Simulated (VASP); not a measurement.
# Hg (Pm-3m) in VASP: a series of runs, part 2 of 2

VASP 6.6.1. Earlier steps stand in the parts before.

## (4) Single point, LDA (25.22 Å³/atom)

This run uses another cell than the first one, of 25.22 Å³/atom.

INCAR reads:

```
PREC = Accurate
ENCUT = 520
EDIFF = 1E-6
ISMEAR = -1
SIGMA = 0.1
LREAL = False
LASPH = True
NELM = 80
ALGO = Normal
ISIF = 2
LWAVE = False
LCHARG = False
NBANDS = 12
```

KPOINTS reads:

```
regular mesh
0
Gamma
  18 18 18
```

POSCAR reads:

```
Hg
1.0
    2.9324115298      0.0000000000      0.0000000000
    0.0000000000      2.9324115298      0.0000000000
    0.0000000000      0.0000000000      2.9324115298
Hg
1
Direct
    0.0000000000      0.0000000000      0.0000000000
```

Started as:

```console
$ cat potpaw_LDA.64/Hg/POTCAR > POTCAR
$ mpirun -np 1 vasp_std > vasp.out
```

It took 20 s on 1 thread of Intel Xeon Platinum 8488C (Sapphire Rapids), shared host; peak memory 0.18 GiB.

Results (log left out):

* Free energy: -0.9601 eV
* Pressure: -1.3 GPa
* Band gap on the k mesh: zero (bands 6 and 7 overlap by 6.93 eV)

Levels at points of the mesh, in eV from the Fermi level:
| k point | band 2 | band 3 | band 4 | band 5 | band 6 | band 7 | band 8 | band 9 | band 10 | band 11 |
| --- | --- | --- | --- | --- | --- | --- | --- | --- | --- | --- |
| (0.00, 0.00, 0.00) | -8.31 | -8.31 | -5.89 | -5.89 | -5.89 | 10.37 | 10.37 | 10.37 | 14.13 | 16.00 |
| (0.50, 0.00, 0.00) | -7.97 | -6.65 | -6.65 | -5.82 | -2.62 | -2.03 | 14.50 | 14.50 | 14.59 | 15.57 |
| (0.50, 0.50, 0.00) | -7.79 | -6.53 | -6.53 | -5.21 | 1.10 | 1.38 | 1.38 | 7.59 | 18.12 | 18.12 |
| (0.50, 0.50, 0.50) | -7.73 | -7.73 | -5.16 | -5.16 | 4.90 | 4.90 | 4.90 | 5.49 | 8.67 | 11.69 |

Caveat: spin-orbit coupling is left out, which moves the levels of the heavy elements.

## (5) Single point, LDA (26.19 Å³/atom)

This run uses another cell than the first one, of 26.19 Å³/atom.

INCAR reads:

```
SYSTEM = Hg
PREC = Accurate
ENCUT = 520
EDIFF = 1E-7
ISMEAR = -1
SIGMA = 0.1
LREAL = .FALSE.
LASPH = .TRUE.
NELM = 60
ALGO = Normal
ISIF = 2
LWAVE = .FALSE.
LCHARG = .FALSE.
GGA = CA
NBANDS = 12
```

KPOINTS reads:

```
Automatic mesh
0
G
  18 18 18
  0 0 0
```

POSCAR reads:

```
Hg
1.0
    2.9695346040      0.0000000000      0.0000000000
    0.0000000000      2.9695346040      0.0000000000
    0.0000000000      0.0000000000      2.9695346040
Hg
1
Direct
    0.0000000000      0.0000000000      0.0000000000
```

Started as:

```console
$ cat potpaw_LDA.64/Hg/POTCAR > POTCAR
$ mpirun -np 1 vasp_std > vasp.out
```

It took 19 s on 1 thread of Intel Xeon Platinum 8488C (Sapphire Rapids), shared host; peak memory 0.18 GiB.

The run converged. Its results:

| Item | Value |
| --- | --- |
| Free energy | -0.9485 eV |
| Pressure | -2.7 GPa |
| Band gap on the k mesh | zero (bands 6 and 7 overlap by 6.66 eV) |

Levels at points of the mesh, in eV from the Fermi level:
```tsv
k point	band 3	band 4	band 5	band 6	band 7	band 8	band 9	band 10
(0.00, 0.00, 0.00)	-8.11	-5.86	-5.86	-5.86	10.17	10.17	10.17	13.79
(0.50, 0.00, 0.00)	-6.57	-6.57	-5.79	-2.68	-1.86	14.13	14.13	14.47
(0.50, 0.50, 0.00)	-6.45	-6.45	-5.23	0.89	1.43	1.43	7.46	17.87
(0.50, 0.50, 0.50)	-7.56	-5.18	-5.18	4.81	4.81	4.81	5.06	8.68
```

Caveat: spin-orbit coupling is left out, which moves the levels of the heavy elements.

## (6) Single point, LDA (27.16 Å³/atom)

This run uses another cell than the first one, of 27.16 Å³/atom.

INCAR reads:

```
SYSTEM = Hg
ALGO = Normal ; EDIFF = 1E-6
ENCUT = 520 ; ISIF = 2
ISMEAR = -1 ; LASPH = .TRUE.
LCHARG = .FALSE. ; LREAL = .FALSE.
LWAVE = .FALSE. ; NBANDS = 12
NELM = 80 ; PREC = Accurate
SIGMA = 0.1
```

KPOINTS reads:

```
k-points
0
G
  18 18 18
  0 0 0
```

POSCAR reads:

```
Hg
1.0
    3.0057520101      0.0000000000      0.0000000000
    0.0000000000      3.0057520101      0.0000000000
    0.0000000000      0.0000000000      3.0057520101
Hg
1
Direct
    0.0000000000      0.0000000000      0.0000000000
```

Potentials or basis: VASP PAW LDA potentials, release 64 (Hg).

Started as:

```console
$ cat potpaw_LDA.64/Hg/POTCAR > POTCAR
$ mpirun -np 1 vasp_std > vasp.out
```

OUTCAR:

```text
SYSTEM = Hg
   EDIFF = 1E-6
   ENCUT = 520
   ISIF = 2
   ISMEAR = -1
   LASPH = .TRUE.
   LREAL = .FALSE.
   NELM = 80
   PREC = Accurate

 ion  position               nearest neighbor table
   1  0.000  0.000  0.000-

  LATTYP: Found a simple cubic cell.
 ALAT       =     3.0057520101

  Lattice vectors:

 A1 = (   3.0057520101,   0.0000000000,   0.0000000000)
 A2 = (   0.0000000000,   3.0057520101,   0.0000000000)
 A3 = (   0.0000000000,   0.0000000000,   3.0057520101)

Analysis of symmetry for initial positions (statically):
[... 539 lines left out ...]

------------------------ aborting loop because EDIFF is reached ----------------------------------------

  FORCE on cell =-STRESS in cart. coord.  units (eV):
  Direction    XX          YY          ZZ          XY          YZ          ZX
  --------------------------------------------------------------------------------------
  -------------------------------------------------------------------------------------
  Total       -0.6254561     -0.6254561     -0.6254561      0.0000000     -0.0000000      0.0000000
  in kB      -36.9018338    -36.9018338    -36.9018338      0.0000000     -0.0000000      0.0000000
  external PRESSURE =     -36.9018338 kB  Pullay stress =       0.0000000 kB

 VOLUME and BASIS-vectors are now :
 -----------------------------------------------------------------------------
  energy-cutoff  :      520.00
  volume of cell :       27.16
      direct lattice vectors                 reciprocal lattice vectors
     3.005752010  0.000000000  0.000000000     0.332695444  0.000000000  0.000000000
     0.000000000  3.005752010  0.000000000     0.000000000  0.332695444  0.000000000
     0.000000000  0.000000000  3.005752010     0.000000000  0.000000000  0.332695444

 POSITION                                       TOTAL-FORCE (eV/Angst)
 -----------------------------------------------------------------------------------
      0.00000      0.00000      0.00000         0.000000      0.000000      0.000000
 -----------------------------------------------------------------------------------
    total drift:                                0.000000      0.000000      0.000000

  FREE ENERGIE OF THE ION-ELECTRON SYSTEM (eV)
  ---------------------------------------------------
  free  energy   TOTEN  =        -0.9295896248 eV

  energy  without entropy=       -0.9199873636  energy(sigma->0) =       -0.92478849
```

OSZICAR:

```text
N       E                     dE             d eps       ncg     rms          rms(c)
DAV:   1     0.728280615668E+02    0.72828E+02   -0.64470E+03  5568   0.942E+02
DAV:   2     0.320346368713E+00   -0.72508E+02   -0.67868E+02  5832   0.224E+02
DAV:   3    -0.988798701958E+00   -0.13091E+01   -0.13082E+01  6196   0.334E+01
DAV:   4    -0.990280651580E+00   -0.14819E-02   -0.14819E-02  5848   0.119E+00
DAV:   5    -0.990283218815E+00   -0.25672E-05   -0.25672E-05  6268   0.467E-02    0.320E+00
DAV:   6    -0.936162465372E+00    0.54121E-01   -0.13176E-01  6180   0.394E+00    0.249E+00
DAV:   7    -0.930481578118E+00    0.56809E-02   -0.12541E-02  6180   0.956E-01    0.123E+00
DAV:   8    -0.929583433626E+00    0.89814E-03   -0.11610E-03  5728   0.443E-01    0.449E-02
DAV:   9    -0.929588474042E+00   -0.50404E-05   -0.50883E-06  6192   0.226E-02    0.117E-02
DAV:  10    -0.929589623466E+00   -0.11494E-05   -0.18982E-06  5676   0.176E-02    0.115E-03
DAV:  11    -0.929589624790E+00   -0.13242E-08   -0.14076E-08  2976   0.107E-03
   1 F= -.92958962E+00 E0= -.92478849E+00  d E =-.960226E-02
```

stdout:

```text
POSCAR found type information on POSCAR Hg
 POSCAR found :  1 types and       1 ions
 scaLAPACK will be used
 LDA part: xc-table for (Slater(with rela. corr.)+CA(PZ))
 , standard interpolation
 POSCAR, INCAR and KPOINTS ok, starting setup
 FFT: planning ... GRIDC
 FFT: planning ... GRID_SOFT
 FFT: planning ... GRID
 WAVECAR not read
 entering main loop
```

It took 18 s on 1 thread of Intel Xeon Platinum 8488C (Sapphire Rapids), shared host; peak memory 0.17 GiB.

Results:

```yaml
Free_energy: -0.9296 eV
Pressure: -3.7 GPa
Band_gap_on_the_k_mesh: zero (bands 6 and 7 overlap by 6.36 eV)
```

Levels at points of the mesh, in eV from the Fermi level:
| k point | band 2 | band 3 | band 4 | band 5 | band 6 | band 7 | band 8 | band 9 | band 10 | band 11 |
| --- | --- | --- | --- | --- | --- | --- | --- | --- | --- | --- |
| (0.00, 0.00, 0.00) | -7.93 | -7.93 | -5.83 | -5.83 | -5.83 | 9.98 | 9.98 | 9.98 | 13.46 | 15.30 |
| (0.50, 0.00, 0.00) | -7.59 | -6.49 | -6.49 | -5.77 | -2.74 | -1.70 | 13.79 | 13.79 | 14.36 | 15.11 |
| (0.50, 0.50, 0.00) | -7.47 | -6.38 | -6.38 | -5.24 | 0.70 | 1.48 | 1.48 | 7.35 | 17.62 | 17.62 |
| (0.50, 0.50, 0.50) | -7.40 | -7.40 | -5.20 | -5.20 | 4.67 | 4.72 | 4.72 | 4.72 | 8.69 | 11.21 |

Caveat: the cell stands under tension; spin-orbit coupling is left out, which moves the levels of the heavy elements.

## (7) Single point, LDA, non-collinear spin, zero start, spin-orbit coupling

INCAR reads:

```
PREC     = Accurate       # precision mode
ENCUT    = 520            # plane-wave cutoff, eV
EDIFF    = 1E-6           # SCF threshold, eV
ISMEAR   = -1             # smearing method
SIGMA    = 0.1            # smearing width, eV
LREAL    = F              # projectors in reciprocal space
LASPH    = T              # aspherical terms in the spheres
NELM     = 150            # most SCF steps
ALGO     = Normal         # electronic algorithm
ISIF     = 2              # what is computed and relaxed
LWAVE    = F              # write WAVECAR
LCHARG   = F              # write CHGCAR
MAGMOM   = 0 0 0          # initial moments
LORBIT   = 11             # projections on sites
LSORBIT  = T              # spin-orbit coupling
GGA_COMPAT= F            
LORBMOM  = T            
GGA      = CA             # functional
NBANDS   = 23             # bands
```

KPOINTS reads:

```
regular mesh
0
Gamma
  11 11 11
```

POSCAR reads:

```
Hg
1.0
    2.8943239521      0.0000000000      0.0000000000
    0.0000000000      2.8943239521      0.0000000000
    0.0000000000      0.0000000000      2.8943239521
Hg
1
Direct
    0.0000000000      0.0000000000      0.0000000000
```

Started as:

```console
$ cat potpaw_LDA.64/Hg/POTCAR > POTCAR
$ mpirun -np 1 vasp_ncl > vasp.out
```

It took 28 s on 1 thread of Intel Xeon Platinum 8488C (Sapphire Rapids), shared host; peak memory 0.2 GiB.

Results (log left out):

| Property | Result |
| --- | --- |
| Free energy | -1.2467 eV |
| Pressure | -0.3 GPa |
| Net moment | 0.00 μB per cell |
| Valence electrons inside the program's atomic spheres | Hg 10.52 |

Moments on the atoms (μB; x, y, z):
```
Hg  0.00 0.00 0.00
```

## (8) Overview

| spin | cell | k mesh | gap on the mesh (eV) | pressure (GPa) |
| --- | --- | --- | --- | --- |
| off | a = 2.894 Å, 1 atom | 18 × 18 × 18 | none | 0.7 |
| off | a = 2.932 Å, 1 atom | 18 × 18 × 18 | none | -1.3 |
| off | a = 2.970 Å, 1 atom | 18 × 18 × 18 | none | -2.7 |
| off | a = 3.006 Å, 1 atom | 18 × 18 × 18 | none | -3.7 |
| non-collinear, zero start, SOC | a = 2.894 Å, 1 atom | 11 × 11 × 11 | - | -0.3 |

Alike in all rows: task single point; level LDA; potentials or basis VASP PAW LDA potentials, release 64 (Hg); cutoff (eV) 520; smearing fermi-dirac 0.1 eV.

Caveats: spin-orbit coupling is left out, which moves the levels of the heavy elements (at least some runs); the cell stands under tension (at least some runs).

Absolute energies hang on the potentials; compare differences alone.
